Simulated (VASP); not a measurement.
**Si2W: single point with PBE**

Crystal: Si2W.

```
CELL_PARAMETERS angstrom
-1.71561 1.71561 3.48424
1.71561 -1.71561 3.48424
1.71561 1.71561 -3.48424
ATOMIC_POSITIONS crystal
Si 0.33457 0.33457 0.00000
Si 0.66543 0.66543 0.00000
W 0.00000 0.00000 0.00000
```

This cell differs from its parent crystal: volume 13.674 Å^3 an atom, c/a of the conventional cell 2.0309.

| Quantity | Value |
| --- | --- |
| Program | VASP 6.6.1 |
| Task | single point |
| Functional | PBE |
| Potentials or basis | VASP PAW PBE potentials, release 64 (Si, W_sv) |
| Cutoff | 520 eV |
| k mesh | 18 × 18 × 18 |
| Occupations | gaussian, width 0.15 eV |
| Spin | no spin polarisation |
| Dipole correction | no |
| Further INCAR settings | ALGO = Normal; EDIFF = 1e-06; NBANDS = 18 |

- Pressure: 13.5 GPa
- Largest force: 0.590 eV/Å
- Band gap on the k mesh: zero (band 11 reaches 11.90 eV, above the bottom of band 12 at 11.36 eV)

Forces on the atoms (eV/Å):
```
Si   0.000  0.000  0.590
Si   0.000  0.000 -0.590
W    0.000  0.000  0.000
```

Stress tensor (GPa, compression positive):
```
-16.90   0.00   0.00
  0.00 -16.90   0.00
  0.00   0.00  74.26
```

Levels at points of the mesh, in eV from the Fermi level:
```csv
k point,band 7,band 8,band 9,band 10,band 11,band 12,band 13,band 14,band 15,band 16
"(0.00, 0.00, 0.00)",-3.47,-3.47,-2.72,-1.29,-0.20,1.87,1.87,2.38,3.14,3.86
"(0.50, 0.00, 0.00)",-4.98,-4.11,-3.48,-2.30,-0.74,1.81,2.00,3.97,5.04,5.77
"(0.50, 0.50, 0.00)",-6.07,-5.22,-5.12,-1.86,-1.76,1.92,2.19,4.42,5.04,5.26
"(0.50, 0.50, 0.50)",-3.67,-3.33,-1.88,-1.88,-0.11,-0.11,0.24,4.68,7.23,7.71
```

Wall time 2.8 min on 1 thread of AMD EPYC 9R45 96-Core Processor (Zen 5) (shared host), peak memory 0.41 GiB.

Caveat: spin-orbit coupling is left out, which moves the levels of the heavy elements.
